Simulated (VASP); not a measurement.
# TaN (Pm-3m) in VASP: a series of runs, part 2 of 2

VASP 6.6.1.

### Step 3. Single point, r2SCAN+U, collinear spin

File POSCAR:

```
TaN
1.0
    2.7323076900      0.0000000000      0.0000000000
    0.0000000000      2.7323076900      0.0000000000
    0.0000000000      0.0000000000      2.7323076900
Ta N
1 1
Direct
    0.0000000000      0.0000000000      0.0000000000
    0.5000000000      0.5000000000      0.5000000000
```

File INCAR.step1:

```
  PREC = Accurate
  ENCUT = 770
  ISMEAR = 0
  SIGMA = 0.05
  LREAL = False
  LASPH = True
  NELM = 200
  ISPIN = 2
  MAGMOM = 2 0
  LMAXMIX = 4
  LDAU = True
  LDAUTYPE = 2
  LDAUL = 2 -1
  LDAUU = 1 0
  LDAUJ = 0 0
  NBANDS = 20
  GGA = PE
  ALGO = Normal
  EDIFF = 1E-5
  LWAVE = True
  LCHARG = False
  GGA_COMPAT = False
```

File INCAR.step2:

```
  PREC = Accurate
  ENCUT = 770
  EDIFF = 1E-6
  ISMEAR = 0
  SIGMA = 0.05
  LREAL = False
  LASPH = True
  NELM = 200
  ALGO = Normal
  ISIF = 2
  LWAVE = False
  LCHARG = False
  ISPIN = 2
  MAGMOM = 2 0
  LORBIT = 11
  LMAXMIX = 4
  LDAU = True
  LDAUTYPE = 2
  LDAUL = 2 -1
  LDAUU = 1 0
  LDAUJ = 0 0
  LDAUPRINT = 1
  METAGGA = R2SCAN
  LMIXTAU = True
  NBANDS = 20
  ISTART = 1
  GGA_COMPAT = False
```

File KPOINTS:

```
regular mesh
0
Gamma
  7 7 7
```

Potentials or basis: VASP PAW PBE potentials, release 64 (Ta_sv_GW, N).

On the command line:

```console
$ cat potpaw_PBE.64/Ta_sv_GW/POTCAR potpaw_PBE.64/N/POTCAR > POTCAR
$ cp INCAR.step1 INCAR
$ mpirun -np 1 vasp_std > vasp.out
$ cp INCAR.step2 INCAR
$ mpirun -np 1 vasp_std > vasp.out
```

OUTCAR:

```text
PREC = Accurate
   ENCUT = 770
   EDIFF = 1E-6
   ISMEAR = 0
   LREAL = False
   LASPH = True
   NELM = 200
   ISIF = 2
   ISPIN = 2
   LORBIT = 11
   METAGGA = R2SCAN
   ISTART = 1

 ion  position               nearest neighbor table
   1  0.000  0.000  0.000-   2 2.37   2 2.37   2 2.37   2 2.37   2 2.37   2 2.37   2 2.37   2 2.37

   2  0.500  0.500  0.500-   1 2.37   1 2.37   1 2.37   1 2.37   1 2.37   1 2.37   1 2.37   1 2.37

  LATTYP: Found a simple cubic cell.
 ALAT       =     2.7323076900

  Lattice vectors:

 A1 = (   2.7323076900,   0.0000000000,   0.0000000000)
 A2 = (   0.0000000000,   2.7323076900,   0.0000000000)
 A3 = (   0.0000000000,   0.0000000000,   2.7323076900)

Analysis of symmetry for initial positions (statically):
=====================================================================
 Subroutine PRICEL returns:
 Original cell was already a primitive cell.

 Routine SETGRP: Setting up the symmetry group for a
 simple cubic supercell.

 Subroutine GETGRP returns: Found 48 space group operations
 (whereof 48 operations were pure point group operations)
 out of a pool of 48 trial point group operations.

The static configuration has the point symmetry O_h .

Analysis of symmetry for dynamics (positions and initial velocities):
=====================================================================
 Subroutine PRICEL returns:
 Original cell was already a primitive cell.

 Routine SETGRP: Setting up the symmetry group for a
 simple cubic supercell.

 Subroutine GETGRP returns: Found 48 space group operations
 (whereof 48 operations were pure point group operations)
 out of a pool of 48 trial point group operations.

The dynamic configuration has the point symmetry O_h .

Analysis of structural, dynamic, and magnetic symmetry:
=====================================================================
 Subroutine PRICEL returns:
 Original cell was already a primitive cell.

[... 184 lines left out ...]
  free energy    TOTEN  =       -60.34070492 eV

  energy without entropy =      -60.34040482  energy(sigma->0) =      -60.34055487

 E-fermi :  14.3365     XC(G=0): -15.0931

 val. band max:       14.3247340346   @ k =   0.2857   0.0000   0.0000
 cond. band min:      14.4279740156   @ k =   0.2857   0.1429   0.1429
 fundamental gap:      0.1032399810
 Fermi energy:        14.3365191691

 spin component 1

 k-point     1 :       0.0000    0.0000    0.0000
  band No.  band energies     occupation
      1     -57.3786      1.00000
      2     -22.5854      1.00000
      3     -22.5854      1.00000
      4     -22.5854      1.00000
      5      -5.4658      1.00000
      6       8.9719      1.00000
[... 436 lines left out ...]
      6       4.8979      1.00000
[... 12 lines left out ...]
     19      39.7037      0.00000
     20      41.2844      0.00000
 Fermi energy:        14.3365191691

 spin component 2

 k-point     1 :       0.0000    0.0000    0.0000
  band No.  band energies     occupation
      1     -57.4528      1.00000
      2     -22.6902      1.00000
      3     -22.6902      1.00000
      4     -22.6902      1.00000
      5      -5.4896      1.00000
      6       8.6060      1.00000
[... 449 lines left out ...]
     19      39.6925      0.00000
     20      41.2635      0.00000

------------------------ aborting loop because EDIFF is reached ----------------------------------------

  FORCE on cell =-STRESS in cart. coord.  units (eV):
  Direction    XX          YY          ZZ          XY          YZ          ZX
  --------------------------------------------------------------------------------------
  -------------------------------------------------------------------------------------
  Total        0.5639306      0.5639306      0.5639306      0.0000000     -0.0000000      0.0000000
  in kB       44.2942580     44.2942580     44.2942580      0.0000000     -0.0000000      0.0000000
  external PRESSURE =      44.2942580 kB  Pullay stress =       0.0000000 kB

 VOLUME and BASIS-vectors are now :
 -----------------------------------------------------------------------------
  energy-cutoff  :      770.00
  volume of cell :       20.40
      direct lattice vectors                 reciprocal lattice vectors
     2.732307690  0.000000000  0.000000000     0.365990991  0.000000000  0.000000000
     0.000000000  2.732307690  0.000000000     0.000000000  0.365990991  0.000000000
     0.000000000  0.000000000  2.732307690     0.000000000  0.000000000  0.365990991

 POSITION                                       TOTAL-FORCE (eV/Angst)
 -----------------------------------------------------------------------------------
      0.00000      0.00000      0.00000         0.000000      0.000000      0.000000
      1.36615      1.36615      1.36615         0.000000      0.000000      0.000000
 -----------------------------------------------------------------------------------
    total drift:                               -0.000000      0.000000      0.000000

  FREE ENERGIE OF THE ION-ELECTRON SYSTEM (eV)
  ---------------------------------------------------
  free  energy   TOTEN  =       -60.3407049179 eV

  energy  without entropy=      -60.3404048231  energy(sigma->0) =      -60.34055487

 total charge

# of ion       s       p       d       f       tot
--------------------------------------------------
    1        2.704   6.036   2.444   0.105  11.289
    2        1.236   2.484   0.000   0.000   3.720
--------------------------------------------------
tot          3.939   8.520   2.444   0.105  15.009

 magnetization (x)

# of ion       s       p       d       f       tot
--------------------------------------------------
    1       -0.008  -0.004  -0.143  -0.005  -0.160
    2       -0.000  -0.004   0.000   0.000  -0.004
--------------------------------------------------
tot         -0.008  -0.007  -0.143  -0.005  -0.164
```

It took 54 s on 1 thread of Intel Xeon 6975P-C (Granite Rapids), shared host; peak memory 0.21 GiB.

Results:

- Free energy: -60.3407 eV
- Pressure: 4.4 GPa
- Net moment: -0.19 μB per cell
- Site moments: Ta -0.16; N -0.00 μB
- Valence electrons inside the program's atomic spheres: Ta 11.29; N 3.72

Levels at points of the mesh, in eV from the Fermi level:
Spin up:
```tsv
k point	band 7	band 8	band 9	band 10	band 11	band 12
(0.00, 0.00, 0.00)	-5.36	-3.25	-3.25	-3.25	2.51	4.12
```
Spin down:
| k point | band 5 | band 6 | band 7 | band 8 | band 9 | band 10 | band 11 | band 12 | band 13 | band 14 |
| --- | --- | --- | --- | --- | --- | --- | --- | --- | --- | --- |
| (0.00, 0.00, 0.00) | -19.83 | -5.73 | -5.73 | -3.27 | -3.27 | -3.27 | 2.32 | 4.05 | 4.05 | 4.05 |

Eigenvalues of the final occupation matrices:
| site | spin | trace | eigenvalues |
| --- | --- | --- | --- |
| site 1 d | 1 | 1.17 | 0.15 0.15 0.15 0.37 0.37 |
| site 1 d | 2 | 1.32 | 0.15 0.15 0.15 0.43 0.43 |

Caveat: the cell stands under pressure; a moment this small can come from the mesh or the smearing; the PAW data sets were made with another functional, which shifts forces and pressure a little; spin-orbit coupling is left out, which moves the levels of the heavy elements.

### Step 4. Single point, r2SCAN+U, collinear spin

POSCAR is that of step 3.

File INCAR.step1:

```
SYSTEM = TaN
ALGO = Normal
EDIFF = 1E-5
ENCUT = 770
GGA = PE
GGA_COMPAT = .FALSE.
ISMEAR = 0
ISPIN = 2
LASPH = .TRUE.
LCHARG = .FALSE.
LDAU = .TRUE.
LDAUJ = 0 0
LDAUL = 2 -1
LDAUTYPE = 2
LDAUU = 1 0
LMAXMIX = 4
LREAL = .FALSE.
LWAVE = .TRUE.
MAGMOM = 0.12 0.01
NBANDS = 20
NELM = 200
PREC = Accurate
SIGMA = 0.05
```

File INCAR.step2:

```
SYSTEM = TaN
ALGO = Normal
EDIFF = 1E-6
ENCUT = 770
GGA_COMPAT = .FALSE.
ISIF = 2
ISMEAR = 0
ISPIN = 2
ISTART = 1
LASPH = .TRUE.
LCHARG = .FALSE.
LDAU = .TRUE.
LDAUJ = 0 0
LDAUL = 2 -1
LDAUPRINT = 1
LDAUTYPE = 2
LDAUU = 1 0
LMAXMIX = 4
LMIXTAU = .TRUE.
LORBIT = 11
LREAL = .FALSE.
LWAVE = .FALSE.
MAGMOM = 0.12 0.01
METAGGA = R2SCAN
NBANDS = 20
NELM = 200
PREC = Accurate
SIGMA = 0.05
```

File KPOINTS:

```
k-points
0
G
  7 7 7
  0 0 0
```

On the command line:

```console
$ cat potpaw_PBE.64/Ta_sv_GW/POTCAR potpaw_PBE.64/N/POTCAR > POTCAR
$ cp INCAR.step1 INCAR
$ mpirun -np 1 vasp_std > vasp.out
$ cp INCAR.step2 INCAR
$ mpirun -np 1 vasp_std > vasp.out
```

It took 53 s on 1 thread of Intel Xeon 6975P-C (Granite Rapids), shared host; peak memory 0.21 GiB.

The run converged. Its results:

| Item | Value |
| --- | --- |
| Free energy | -60.3407 eV |
| Pressure | 4.4 GPa |
| Net moment | 0.19 μB per cell |
| Site moments | Ta +0.16; N +0.00 μB |
| Valence electrons inside the program's atomic spheres | Ta 11.29; N 3.72 |

Levels at points of the mesh, in eV from the Fermi level:
Spin up:
```
           k point  band 6  band 7  band 8  band 9  band 10  band 11  band 12  band 13
(0.00, 0.00, 0.00)   -5.73   -5.73   -3.27   -3.27    -3.27     2.32     4.05     4.05
```
Spin down:
| k point | band 6 | band 7 | band 8 | band 9 | band 10 | band 11 | band 12 | band 13 |
| --- | --- | --- | --- | --- | --- | --- | --- | --- |
| (0.00, 0.00, 0.00) | -5.36 | -5.36 | -3.25 | -3.25 | -3.25 | 2.51 | 4.12 | 4.12 |

Eigenvalues of the final occupation matrices:
```
    site  spin  trace               eigenvalues
site 1 d     1   1.32  0.15 0.15 0.15 0.43 0.43
site 1 d     2   1.17  0.15 0.15 0.15 0.36 0.36
```

Caveat: the cell stands under pressure; a moment this small can come from the mesh or the smearing; the PAW data sets were made with another functional, which shifts forces and pressure a little; spin-orbit coupling is left out, which moves the levels of the heavy elements.
